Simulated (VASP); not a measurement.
# Fe (P6_3/mmc) in VASP: notebook

Fe is run at these levels: PBEsol; tasks: single point.

Program: VASP 6.6.1. These are calculated values, not measurements. Logs are shortened: lines on timing, memory, paths and dates and some standing lists are left out, and cuts for length are marked.

**1. The cell of the first run**

The structure is hexagonal, space group P6_3/mmc (No. 194). Conventional cell: a = 2.347 Å, b = 2.347 Å, c = 3.797 Å, α = 90.00°, β = 90.00°, γ = 120.00°. Within 3.1 Å of Fe (site symmetry -6m2) lie 12 Fe at 2.33 to 2.35 Å.

**2. Single point, PBEsol, non-collinear spin, typed start**

The input, INCAR:

```
SYSTEM = Fe
PREC = Accurate ; ENCUT = 520
EDIFF = 1E-6 ; ISMEAR = -1
SIGMA = 0.1 ; LREAL = .False.
LASPH = .True. ; NELM = 150
ALGO = Normal ; ISIF = 2
LWAVE = .False. ; LCHARG = .False.
LNONCOLLINEAR = .True. ; MAGMOM = 0 0 3 0 0 -3
LORBIT = 11 ; LMAXMIX = 4
GGA = PS ; NBANDS = 28
```

The input, KPOINTS:

```
Automatic mesh
0
Gamma
  14 14 8
  0 0 0
```

The input, POSCAR:

```
Fe
1.0
    2.3470000000      0.0000000000      0.0000000000
   -1.1735000000      2.0325616227      0.0000000000
    0.0000000000      0.0000000000      3.7970000000
Fe
2
Direct
    0.3333333333      0.6666666667      0.2500000000
    0.6666666667      0.3333333333      0.7500000000
```

Potentials or basis: VASP PAW PBE potentials, release 64 (Fe).

Launch:

```sh
$ cat potpaw_PBE.64/Fe/POTCAR > POTCAR
$ mpirun -np 1 vasp_ncl > vasp.out
```

OUTCAR:

```text
SYSTEM = Fe
   PREC = Accurate
   ENCUT = 520
   EDIFF = 1E-6
   ISMEAR = -1
   LREAL = .False.
   LASPH = .True.
   NELM = 150
   ISIF = 2
   LNONCOLLINEAR = .True.
   LORBIT = 11
   GGA = PS

 ion  position               nearest neighbor table
   1  0.333  0.667  0.250-   2 2.33   2 2.33   2 2.33   2 2.33   2 2.33   2 2.33
   2  0.667  0.333  0.750-   1 2.33   1 2.33   1 2.33   1 2.33   1 2.33   1 2.33

  LATTYP: Found a hexagonal cell.
 ALAT       =     2.3470000000
 C/A-ratio  =     1.6178099702

  Lattice vectors:

 A1 = (   2.3470000000,   0.0000000000,   0.0000000000)
 A2 = (  -1.1735000000,   2.0325616227,   0.0000000000)
 A3 = (   0.0000000000,   0.0000000000,   3.7970000000)

Analysis of symmetry for initial positions (statically):
=====================================================================
 Subroutine PRICEL returns:
 Original cell was already a primitive cell.

 Routine SETGRP: Setting up the symmetry group for a
 hexagonal supercell.

 Subroutine GETGRP returns: Found 24 space group operations
 (whereof 12 operations were pure point group operations)
 out of a pool of 24 trial point group operations.

The static configuration has the point symmetry D_3d.
 The point group associated with its full space group is D_6h.

Analysis of symmetry for dynamics (positions and initial velocities):
=====================================================================
 Subroutine PRICEL returns:
 Original cell was already a primitive cell.

 Routine SETGRP: Setting up the symmetry group for a
 hexagonal supercell.

 Subroutine GETGRP returns: Found 24 space group operations
 (whereof 12 operations were pure point group operations)
 out of a pool of 24 trial point group operations.

The dynamic configuration has the point symmetry D_3d.
 The point group associated with its full space group is D_6h.

Analysis of structural, dynamic, and magnetic symmetry:
=====================================================================
 Subroutine PRICEL returns:
 Original cell was already a primitive cell.

 Routine SETGRP: Setting up the symmetry group for a
 hexagonal supercell.

 Subroutine GETGRP returns: Found 12 space group operations
 (whereof  6 operations were pure point group operations)
 out of a pool of 24 trial point group operations.

The overall configuration has the point symmetry D_3 .
 The point group associated with its full space group is D_3h.

 Subroutine INISYM returns: Found 12 space group operations
 (whereof  6 operations are pure point group operations),
 and found     1 'primitive' translations

----------------------------------------------------------------------------------------

                                     Primitive cell

  volume of cell :      18.1133

  direct lattice vectors                    reciprocal lattice vectors
     2.347000000  0.000000000  0.000000000     0.426075841  0.245995002  0.000000000
    -1.173500000  2.032561623  0.000000000     0.000000000  0.491990004  0.000000000
     0.000000000  0.000000000  3.797000000     0.000000000  0.000000000  0.263365815

  length of vectors
     2.347000000  2.347000000  3.797000000     0.491990004  0.491990004  0.263365815

  position of ions in fractional coordinates (direct lattice)
     0.333333333  0.666666667  0.250000000
     0.666666667  0.333333333  0.750000000

  ion indices of the primitive-cell ions
   primitive index   ion index
                 1           1
                 2           2

----------------------------------------------------------------------------------------

 KPOINTS: Automatic mesh

Automatic generation of k-mesh.
 Grid dimensions read from file:
 generate k-points for:   14   14    8

 Generating k-lattice:

  Cartesian coordinates                     Fractional coordinates (reciprocal lattice)
     0.030433989  0.017571072  0.000000000     0.071428571  0.000000000  0.000000000
     0.000000000  0.035142143  0.000000000     0.000000000  0.071428571  0.000000000
     0.000000000  0.000000000  0.032920727     0.000000000  0.000000000  0.125000000

  Length of vectors
     0.035142143  0.035142143  0.032920727

  Shift w.r.t. Gamma in fractional coordinates (k-lattice)
     0.000000000  0.000000000  0.000000000

 Subroutine IBZKPT returns following result:
 ===========================================

 Found    200 irreducible k-points:

 Following reciprocal coordinates:
            Coordinates               Weight
  0.000000  0.000000  0.000000      1.000000
  0.071429 -0.000000  0.000000      6.000000
  0.142857  0.000000  0.000000      6.000000
  0.214286 -0.000000  0.000000      6.000000
  0.285714 -0.000000  0.000000      6.000000
  0.357143 -0.000000  0.000000      6.000000
[... 16 lines left out ...]
  0.214286  0.142857  0.000000      6.000000
 -0.214286 -0.142857  0.000000      6.000000
 [... further k-points ...]
   k-points           NKPTS =    200   k-points in BZ     NKDIM =    200   number of bands    NBANDS=     28
   number of dos      NEDOS =    301   number of ions     NIONS =      2
   total plane-waves  NPLWV =   9072
   dimension x,y,z NGX =    18 NGY =   18 NGZ =   28
   dimension x,y,z NGXF=    36 NGYF=   36 NGZF=   56
   ions per type =               2
   NGX,Y,Z   is equivalent  to a cutoff of  12.75, 12.75, 12.26 a.u.
   NGXF,Y,Z  is equivalent  to a cutoff of  25.50, 25.50, 24.52 a.u.
 SYSTEM =  Fe
   PREC   = accura    normal or accurate (medium, high low for compatibility)
   ISTART =      0    job   : 0-new  1-cont  2-samecut
   ICHARG =      2    charge: 1-file 2-atom 10-const
   ISPIN  =      1    spin polarized calculation?
   LNONCOLLINEAR =      T non collinear calculations
   LSORBIT =      F    spin-orbit coupling
   LASPH  =      T    aspherical Exc in radial PAW
   ENCUT  =  520.0 eV  38.22 Ry    6.18 a.u.   4.36  4.36  7.06*2*pi/ulx,y,z
   NELM   =    150;   NELMIN=  2; NELMDL= -5     # of ELM steps
   EDIFF  = 0.1E-05   stopping-criterion for ELM
   LREAL  =      F    real-space projection
   EDIFFG = 0.1E-04   stopping-criterion for IOM
   NSW    =      0    number of steps for IOM
   IBRION =     -1    ionic relax: 0-MD 1-quasi-New 2-CG
   NFREE  =      0    steps in history (QN), initial steepest desc. (CG)
   ISIF   =      2    stress and relaxation
   ISYM   =      2    0-nonsym 1-usesym 2-fastsym
   POTIM  = 0.5000    time-step for ionic-motion
   TEBEG  =    0.0;   TEEND  =   0.0 temperature during run
   PSTRESS=    0.0 pullay stress
   NELECT =      16.0000    total number of electrons
   NUPDOWN=      -1.0000    fix difference up-down
   EMIN   =  10.00;   EMAX   =-10.00  energy-range for DOS
   EFERMI =   0.00;   METHOD = LEGACY
   ISMEAR =    -1;   SIGMA  =   0.10  broadening in eV -4-tet -1-fermi 0-gaus
   EFERMI_NEDOS =   21; number of points for ismear=-14 and -15
   IALGO  =     38    algorithm
   IMIX   =      4    mixing-type and parameters
     AMIX     =   0.40;   BMIX     =  1.00
     AMIX_MAG =   1.60;   BMIX_MAG =  1.00
  volume/ion in A,a.u.               =       9.06        61.12
  Fermi-wavevector in a.u.,A,eV,Ry     =   1.570781  2.968346 33.570383  2.467354
  Thomas-Fermi vector in A             =   2.672463
   LORBIT       =     11    0 simple, 1 ext, 2 COOP (PROOUT), +10 PAW based schemes
   GGA     = PS    functional components
   LHFCALC =     F    Hartree Fock is set to
   AEXX    =    0.0000 exact exchange contribution
   IVDW    =     0    specifies the selected vdW correction
   LEPSILON=     F    determine dielectric tensor
   LRPA    =     F    only Hartree local field effects (RPA)
  energy-cutoff  :      520.00
  volume of cell :       18.11
 maximum number of plane-waves:      1026
 NGX is ok and might be reduce to    18
   NGX =  9   NGY =  9   NGZ = 15

 number of electron      15.9999993 magnetization       0.0000000      0.0000000      0.0000000

 number of electron      15.9999993 magnetization      -0.0000000     -0.0000000     -0.0000000

 number of electron      15.9999993 magnetization       0.0000000     -0.0000000     -0.0000000

 number of electron      15.9999993 magnetization       0.0000000      0.0000000     -0.0000000

 Free energy of the ion-electron system (eV)
  ---------------------------------------------------
  ext. energy  EPLUGINS =         0.00000000
  ---------------------------------------------------
  free energy    TOTEN  =       -17.76486355 eV

  energy without entropy =      -17.68980686  energy(sigma->0) =      -17.72733521

 E-fermi :   8.1603     XC(G=0): -14.6571

 val. band max:        8.1582017824   @ k =   0.1429   0.1429   0.2500
 cond. band min:       8.1614378881   @ k =   0.0714  -0.0000   0.3750
 fundamental gap:      0.0032361057
 Fermi energy:         8.1602563360

 k-point     1 :       0.0000    0.0000    0.0000
  band No.  band energies     occupation
      1      -1.4877      1.00000
      2      -1.4877      1.00000
      3       2.4507      1.00000
      4       2.4507      1.00000
      5       6.1720      1.00000
      6       6.1720      1.00000
[... 20 lines left out ...]
     27      31.3252      0.00000
     28      31.3252      0.00000
[... 683 lines left out ...]
 k-point    24 :      -0.2143   -0.1429    0.0000
  band No.  band energies     occupation
      1       1.8876      1.00000
      2       1.8876      1.00000
      3       3.8638      1.00000
      4       3.8638      1.00000
      5       4.1364      1.00000
      6       4.1364      1.00000
[... 20 lines left out ...]
     27      22.5232      0.00000
     28      22.5232      0.00000

 [... further k-points ...]
[... 5 lines left out ...]
  --------------------------------------------------------------------------------------
  -------------------------------------------------------------------------------------
  Total        4.0025961      4.0025961      2.5127731     -0.0000000      0.0000000      0.0000000
  in kB      354.0421275    354.0421275    222.2626281     -0.0000000      0.0000000      0.0000000
  external PRESSURE =     310.1156277 kB  Pullay stress =       0.0000000 kB

 VOLUME and BASIS-vectors are now :
 -----------------------------------------------------------------------------
  energy-cutoff  :      520.00
  volume of cell :       18.11
      direct lattice vectors                 reciprocal lattice vectors
     2.347000000  0.000000000  0.000000000     0.426075841  0.245995002  0.000000000
    -1.173500000  2.032561623  0.000000000     0.000000000  0.491990004  0.000000000
     0.000000000  0.000000000  3.797000000     0.000000000  0.000000000  0.263365815

 POSITION                                       TOTAL-FORCE (eV/Angst)
 -----------------------------------------------------------------------------------
     -0.00000      1.35504      0.94925        -0.000000     -0.000000     -0.000000
      1.17350      0.67752      2.84775         0.000000      0.000000      0.000000
 -----------------------------------------------------------------------------------
    total drift:                                0.000000      0.000000      0.000000

  FREE ENERGIE OF THE ION-ELECTRON SYSTEM (eV)
  ---------------------------------------------------
  free  energy   TOTEN  =       -17.7648635458 eV

  energy  without entropy=      -17.6898068643  energy(sigma->0) =      -17.72733521

 total charge

# of ion       s       p       d       tot
------------------------------------------
    1        0.603   0.774   6.476   7.852
    2        0.603   0.774   6.476   7.852
--------------------------------------------------
tot          1.206   1.547  12.951  15.705

 magnetization (x)

# of ion       s       p       d       tot
------------------------------------------
    1        0.000   0.000  -0.000  -0.000
    2        0.000   0.000  -0.000  -0.000
--------------------------------------------------
tot          0.000   0.000  -0.000  -0.000

 magnetization (y)

# of ion       s       p       d       tot
------------------------------------------
    1        0.000   0.000   0.000   0.000
    2       -0.000  -0.000   0.000  -0.000
--------------------------------------------------
tot         -0.000  -0.000   0.000  -0.000

 magnetization (z)

# of ion       s       p       d       tot
------------------------------------------
    1        0.000   0.000   0.021   0.021
    2       -0.000  -0.000  -0.021  -0.021
--------------------------------------------------
tot          0.000  -0.000   0.000  -0.000
```

Wall time 8.1 min (1 thread of AMD EPYC 7R43 (Zen 3), shared host); peak memory 0.23 GiB.

Results:

```yaml
Free_energy: -17.7649 eV
Pressure: 31.0 GPa
Band_gap_on_the_k_mesh: zero (band 16 reaches 9.35 eV, above the bottom of band 17 at 7.09 eV)
Net_moment: 0.00 μB per cell
Valence_electrons_inside_the_program's_atomic_spheres: Fe 7.85
```

Moments on the atoms (μB; x, y, z):
```
Fe   0.00  0.00  0.02
Fe   0.00  0.00 -0.02
```

Caveat: the starting moments collapsed, and a magnetic state may lie lower; the PAW data sets were made with another functional, which shifts forces and pressure a little.

**3. Single point, PBEsol, non-collinear spin, typed start**

The input, INCAR:

```
PREC = Accurate
ENCUT = 520
EDIFF = 1E-7
ISMEAR = -1
SIGMA = 0.1
LREAL = F
LASPH = T
NELM = 150
ALGO = Normal
ISIF = 2
LWAVE = F
LCHARG = F
LNONCOLLINEAR = T
MAGMOM = 0 0 3 0 0 3
LORBIT = 11
LMAXMIX = 4
GGA = PS
NBANDS = 28
```

The input, KPOINTS:

```
regular mesh
0
Gamma
  14 14 8
```

POSCAR is that of step 2.

Potentials or basis: VASP PAW PBE potentials, release 64 (Fe).

Launch:

```sh
$ cat potpaw_PBE.64/Fe/POTCAR > POTCAR
$ mpirun -np 1 vasp_ncl > vasp.out
```

Wall time 95 s (1 thread of Intel Xeon 6975P-C (Granite Rapids), shared host); peak memory 0.25 GiB.

It converged, with:

```
Free energy                                           : -17.7649 eV
Pressure                                              : 31.0 GPa
Band gap on the k mesh                                : zero (band 16 reaches 9.35 eV, above the bottom of band 17 at 7.09 eV)
Net moment                                            : 0.00 μB per cell
Valence electrons inside the program's atomic spheres : Fe 7.85
```

Stress tensor (GPa, compression positive):
```
35.41  0.00  0.00
 0.00 35.41  0.00
 0.00  0.00 22.22
```

Levels at points of the mesh, in eV from the Fermi level:
```csv
k point,band 13,band 14,band 15,band 16,band 17,band 18,band 19,band 20
"(0.00, 0.00, 0.00)",-1.43,-1.43,-0.87,-0.87,-0.87,-0.87,0.25,0.25
"(0.50, 0.00, 0.00)",-1.35,-1.35,1.08,1.08,1.24,1.24,1.32,1.32
"(0.00, 0.00, 0.50)",-2.04,-2.04,-2.04,-2.04,0.39,0.39,0.39,0.39
"(0.50, 0.00, 0.50)",0.15,0.15,0.15,0.15,1.23,1.23,1.23,1.23
```

Moments on the atoms (μB; x, y, z):
```
Fe  0.00 0.00 0.00
Fe  0.00 0.00 0.00
```

Caveat: the starting moments collapsed, and a magnetic state may lie lower; the PAW data sets were made with another functional, which shifts forces and pressure a little.

(Continued in part 2 of 2.)
